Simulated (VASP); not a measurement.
A run of VASP 6.6.1:

The input INCAR:

```
SYSTEM = LuH2
PREC     = Accurate       ! precision mode
ENCUT    = 600            ! plane-wave cutoff, eV
EDIFF    = 1E-6           ! SCF threshold, eV
ISMEAR   = 0              ! smearing method
SIGMA    = 0.1            ! smearing width, eV
LREAL    = .FALSE.        ! projectors in reciprocal space
LASPH    = .TRUE.         ! aspherical terms in the spheres
NELM     = 100            ! most SCF steps
ALGO     = Normal         ! electronic algorithm
ISIF     = 3              ! what is computed and relaxed
LWAVE    = .FALSE.        ! write WAVECAR
LCHARG   = .FALSE.        ! write CHGCAR
GGA      = CA             ! functional
IBRION   = 2              ! ionic algorithm
NSW      = 70             ! ionic steps
EDIFFG   = -0.005         ! ionic threshold
```

Contents of KPOINTS:

```
Automatic mesh
0
G
  14 14 14
  0 0 0
```

POSCAR

```
LuH2
1.0
    0.0000000000      2.5100771468      2.5100771468
    2.5100771468      0.0000000000      2.5100771468
    2.5100771468      2.5100771468      0.0000000000
Lu H
1 2
Direct
    0.0000000000      0.0000000000      0.0000000000
    0.2500000000      0.2500000000      0.2500000000
    0.7500000000      0.7500000000      0.7500000000
```

Potentials or basis: VASP PAW PBE potentials, release 64 (Lu, H).

Command:

```bash
$ cat potpaw_PBE.64/Lu/POTCAR potpaw_PBE.64/H/POTCAR > POTCAR
$ mpirun -np 1 vasp_std > vasp.out
```

Hardware: 1 thread of Intel(R) Xeon(R) Platinum 8488C (Sapphire Rapids), on a shared host.

Question: How long does it take, and how much memory?

Answer: Wall time 2.5 min on 1 thread of Intel(R) Xeon(R) Platinum 8488C (Sapphire Rapids) (shared host), peak memory 0.21 GiB. Counts: scf iterations 33, k points 104, ion steps 3.
